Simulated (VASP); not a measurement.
# Rh (P6/mmm) in VASP: a series of runs, part 2 of 2

VASP 6.6.1.

**4. Single point, PBE**

The input, INCAR:

```
  PREC = Accurate
  ENCUT = 500
  EDIFF = 1E-6
  ISMEAR = 0
  SIGMA = 0.1
  LREAL = False
  LASPH = True
  NELM = 120
  ALGO = Normal
  ISIF = 2
  LWAVE = False
  LCHARG = True
  GGA = PE
  LELF = True
  LVHAR = True
  NBANDS = 22
  GGA_COMPAT = False
```

The input, KPOINTS:

```
Automatic mesh
0
Gamma
  6 6 8
```

The input, POSCAR:

```
Rh
1.0
    4.2662804299      0.0000000000      0.0000000000
   -2.1331402150      3.6947072320      0.0000000000
    0.0000000000      0.0000000000      2.4850426171
Rh
2
Direct
    0.3333333333      0.6666666667      0.5000000000
    0.6666666667      0.3333333333      0.5000000000
```

Potentials or basis: VASP PAW PBE potentials, release 64 (Rh_pv).

Command:

```bash
$ cat potpaw_PBE.64/Rh_pv/POTCAR > POTCAR
$ mpirun -np 1 vasp_std > vasp.out
```

OUTCAR:

```text
PREC = Accurate
   ENCUT = 500
   EDIFF = 1E-6
   ISMEAR = 0
   LREAL = False
   LASPH = True
   NELM = 120
   ISIF = 2
   GGA = PE

 ion  position               nearest neighbor table
   1  0.333  0.667  0.500-   2 2.46   2 2.46   2 2.46
   2  0.667  0.333  0.500-   1 2.46   1 2.46   1 2.46

  LATTYP: Found a hexagonal cell.
 ALAT       =     4.2662804299
 C/A-ratio  =     0.5824845924

  Lattice vectors:

 A1 = (   4.2662804299,   0.0000000000,   0.0000000000)
 A2 = (  -2.1331402150,   3.6947072320,   0.0000000000)
 A3 = (   0.0000000000,   0.0000000000,   2.4850426171)

Analysis of symmetry for initial positions (statically):
=====================================================================
 Subroutine PRICEL returns:
 Original cell was already a primitive cell.

 Routine SETGRP: Setting up the symmetry group for a
 hexagonal supercell.

 Subroutine GETGRP returns: Found 24 space group operations
 (whereof 24 operations were pure point group operations)
 out of a pool of 24 trial point group operations.

The static configuration has the point symmetry D_6h.

Analysis of symmetry for dynamics (positions and initial velocities):
=====================================================================
 Subroutine PRICEL returns:
 Original cell was already a primitive cell.

 Routine SETGRP: Setting up the symmetry group for a
 hexagonal supercell.

 Subroutine GETGRP returns: Found 24 space group operations
 (whereof 24 operations were pure point group operations)
 out of a pool of 24 trial point group operations.

The dynamic configuration has the point symmetry D_6h.

 Subroutine INISYM returns: Found 24 space group operations
 (whereof 24 operations are pure point group operations),
 and found     1 'primitive' translations
[... 101 lines left out ...]
   ISIF   =      2    stress and relaxation
   ISYM   =      2    0-nonsym 1-usesym 2-fastsym
   POTIM  = 0.5000    time-step for ionic-motion
   TEBEG  =    0.0;   TEEND  =   0.0 temperature during run
   PSTRESS=    0.0 pullay stress
   NELECT =      30.0000    total number of electrons
   NUPDOWN=      -1.0000    fix difference up-down
   EMIN   =  10.00;   EMAX   =-10.00  energy-range for DOS
   EFERMI =   0.00;   METHOD = LEGACY
   ISMEAR =     0;   SIGMA  =   0.10  broadening in eV -4-tet -1-fermi 0-gaus
   EFERMI_NEDOS =   21; number of points for ismear=-14 and -15
   IALGO  =     38    algorithm
   IMIX   =      4    mixing-type and parameters
     AMIX     =   0.40;   BMIX     =  1.00
     AMIX_MAG =   1.60;   BMIX_MAG =  1.00
  volume/ion in A,a.u.               =      19.59       132.17
  Fermi-wavevector in a.u.,A,eV,Ry     =   1.497824  2.830477 30.524360  2.243477
  Thomas-Fermi vector in A             =   2.609662
   LORBIT       =      0    0 simple, 1 ext, 2 COOP (PROOUT), +10 PAW based schemes
   GGA     = PE    functional components
   LHFCALC =     F    Hartree Fock is set to
   AEXX    =    0.0000 exact exchange contribution
   IVDW    =     0    specifies the selected vdW correction
   LEPSILON=     F    determine dielectric tensor
   LRPA    =     F    only Hartree local field effects (RPA)
 non-spin polarized calculation
 Gauss-broadening in eV      SIGMA  =   0.10
  energy-cutoff  :      500.00
  volume of cell :       39.17
 maximum number of plane-waves:      1014
 NGX is ok and might be reduce to    32
   NGX = 15   NGY = 15   NGZ =  9

 number of electron      29.9999998 magnetization

 Free energy of the ion-electron system (eV)
  ---------------------------------------------------
  ext. energy  EPLUGINS =         0.00000000
  ---------------------------------------------------
  free energy    TOTEN  =       -12.57424177 eV

  energy without entropy =      -12.55125672  energy(sigma->0) =      -12.56274924

 E-fermi :   6.9311     XC(G=0): -11.4510

 val. band max:        6.9162661710   @ k =   0.1667   0.1667   0.1250
 cond. band min:       6.9340084675   @ k =   0.3333  -0.0000   0.2500
 fundamental gap:      0.0177422964
 Fermi energy:         6.9311495914

 k-point     1 :       0.0000    0.0000    0.0000
  band No.  band energies     occupation
      1     -39.8444      2.00000
      2     -39.8444      2.00000
      3     -39.2435      2.00000
      4     -39.2430      2.00000
      5     -39.2430      2.00000
      6     -39.1245      2.00000
[... 589 lines left out ...]
     21      17.1071      0.00000
     22      19.5023      0.00000

 [... further k-points ...]
[... 5 lines left out ...]
  --------------------------------------------------------------------------------------
  -------------------------------------------------------------------------------------
  Total       -0.0152152     -0.0152152      0.0542585      0.0000000      0.0000000      0.0000000
  in kB       -0.6223347     -0.6223347      2.2192943      0.0000000      0.0000000      0.0000000
  external PRESSURE =       0.3248750 kB  Pullay stress =       0.0000000 kB

 VOLUME and BASIS-vectors are now :
 -----------------------------------------------------------------------------
  energy-cutoff  :      500.00
  volume of cell :       39.17
      direct lattice vectors                 reciprocal lattice vectors
     4.266280430  0.000000000  0.000000000     0.234396219  0.135328720  0.000000000
    -2.133140215  3.694707232  0.000000000     0.000000000  0.270657440  0.000000000
     0.000000000  0.000000000  2.485042617     0.000000000  0.000000000  0.402407586

 POSITION                                       TOTAL-FORCE (eV/Angst)
 -----------------------------------------------------------------------------------
     -0.00000      2.46314      1.24252         0.000000     -0.000000      0.000000
      2.13314      1.23157      1.24252        -0.000000      0.000000      0.000000
 -----------------------------------------------------------------------------------
    total drift:                               -0.000000      0.000000      0.000000

  FREE ENERGIE OF THE ION-ELECTRON SYSTEM (eV)
  ---------------------------------------------------
  free  energy   TOTEN  =       -12.5742417673 eV

  energy  without entropy=      -12.5512567179  energy(sigma->0) =      -12.56274924
```

OSZICAR:

```text
N       E                     dE             d eps       ncg     rms          rms(c)
DAV:   1     0.322891219200E+03    0.32289E+03   -0.18953E+04  1556   0.145E+03
DAV:   2    -0.633648856214E+01   -0.32923E+03   -0.31697E+03  1642   0.447E+02
DAV:   3    -0.130358064594E+02   -0.66993E+01   -0.66578E+01  1762   0.736E+01
DAV:   4    -0.130876067220E+02   -0.51800E-01   -0.51796E-01  1730   0.643E+00
DAV:   5    -0.130884880325E+02   -0.88131E-03   -0.88130E-03  1782   0.846E-01    0.101E+01
DAV:   6    -0.125976161295E+02    0.49087E+00   -0.15749E+00  1630   0.120E+01    0.420E+00
DAV:   7    -0.125805422951E+02    0.17074E-01   -0.16113E-02  1582   0.120E+00    0.229E+00
DAV:   8    -0.125741355125E+02    0.64068E-02   -0.65287E-03  1630   0.681E-01    0.569E-02
DAV:   9    -0.125742198731E+02   -0.84361E-04   -0.24566E-04  1702   0.135E-01    0.283E-02
DAV:  10    -0.125742402974E+02   -0.20424E-04   -0.28293E-05  1576   0.454E-02    0.455E-03
DAV:  11    -0.125742416471E+02   -0.13497E-05   -0.13855E-06  1342   0.893E-03    0.293E-03
DAV:  12    -0.125742417673E+02   -0.12015E-06   -0.53983E-07  1062   0.631E-03
   1 F= -.12574242E+02 E0= -.12562749E+02  d E =-.229850E-01
```

stdout:

```text
POSCAR found type information on POSCAR Rh
 POSCAR found :  1 types and       2 ions
 scaLAPACK will be used
 LDA part: xc-table for (Slater+PW92), standard interpolation
 POSCAR, INCAR and KPOINTS ok, starting setup
 FFT: planning ... GRIDC
 FFT: planning ... GRID_SOFT
 FFT: planning ... GRID
 WAVECAR not read
 entering main loop
```

Wall time 15 s (1 thread of Intel Xeon Platinum 8488C (Sapphire Rapids), shared host); peak memory 0.15 GiB.

Results:

```
Free energy            : -12.5742 eV
Pressure               : 0.0 GPa
Band gap on the k mesh : zero (band 15 reaches 7.68 eV, above the bottom of band 16 at 6.17 eV)
```

**5. Single point, PBE**

The input, INCAR:

```
SYSTEM = Rh
ALGO = Normal
EDIFF = 1E-6
ENCUT = 500
GGA = PE
GGA_COMPAT = .False.
ISIF = 2
ISMEAR = 0
LASPH = .True.
LCHARG = .False.
LREAL = .False.
LWAVE = .False.
NBANDS = 22
NELM = 120
PREC = Accurate
SIGMA = 0.1
```

The input, KPOINTS:

```
k-points
0
Gamma
  12 12 4
  0 0 0
```

The input, POSCAR:

```
Rh
1.0
    4.2705836562      0.0000000055      0.0000000000
   -2.1352918329      3.6984339325      0.0000000000
    0.0000000000      0.0000000000      2.4753727151
Rh
2
Direct
    0.3333333333      0.6666666667      0.5000000000
    0.6666666667      0.3333333333      0.5000000000
```

Command:

```bash
$ cat potpaw_PBE.64/Rh_pv/POTCAR > POTCAR
$ mpirun -np 1 vasp_std > vasp.out
```

Wall time 18 s (1 thread of Intel Xeon Platinum 8488C (Sapphire Rapids), shared host); peak memory 0.17 GiB.

It converged, with:

```
Free energy            : -12.7507 eV
Pressure               : 0.1 GPa
Band gap on the k mesh : zero (band 15 reaches 7.76 eV, above the bottom of band 16 at 6.26 eV)
```

Stress tensor (GPa, compression positive):
```
 0.20  0.00  0.00
 0.00  0.20  0.00
 0.00  0.00 -0.18
```

Levels at points of the mesh, in eV from the Fermi level:
```tsv
k point	band 12	band 13	band 14	band 15	band 16	band 17	band 18	band 19
(0.00, 0.00, 0.00)	-2.55	-2.55	-0.59	-0.59	0.86	0.86	6.86	6.86
(0.50, 0.00, 0.00)	-1.43	-0.75	-0.33	-0.08	0.50	1.05	1.36	3.14
(0.00, 0.00, 0.50)	-1.94	-1.94	-1.48	-1.48	1.22	2.73	6.75	12.08
(0.50, 0.00, 0.50)	-2.28	-1.39	0.42	0.89	1.54	4.93	6.68	7.65
```

Caveat: the k points lie up to 0.63 Å⁻¹ apart.

**6. Overview**

| cell | k mesh | cutoff (eV) | gap on the mesh (eV) | pressure (GPa) |
| --- | --- | --- | --- | --- |
| a = 4.263, b = 4.263, c = 2.487 Å, angles 90.0, 90.0, 120.0°, 2 atoms | 18 × 18 × 22 | 520 | none | 0.1 |
| a = 4.266, b = 4.266, c = 2.485 Å, angles 90.0, 90.0, 120.0°, 2 atoms | 6 × 6 × 8 | 500 | none | 0.0 |
| a = 4.271, b = 4.271, c = 2.475 Å, angles 90.0, 90.0, 120.0°, 2 atoms | 12 × 12 × 4 | 500 | none | 0.1 |

Alike in all rows: task single point; level PBE; potentials or basis VASP PAW PBE potentials, release 64 (Rh_pv); no spin polarisation; smearing gaussian 0.1 eV.

Caveats: some runs use coarse meshes.

Total energies depend on the potentials used, so only differences within one code and one set of settings carry meaning.
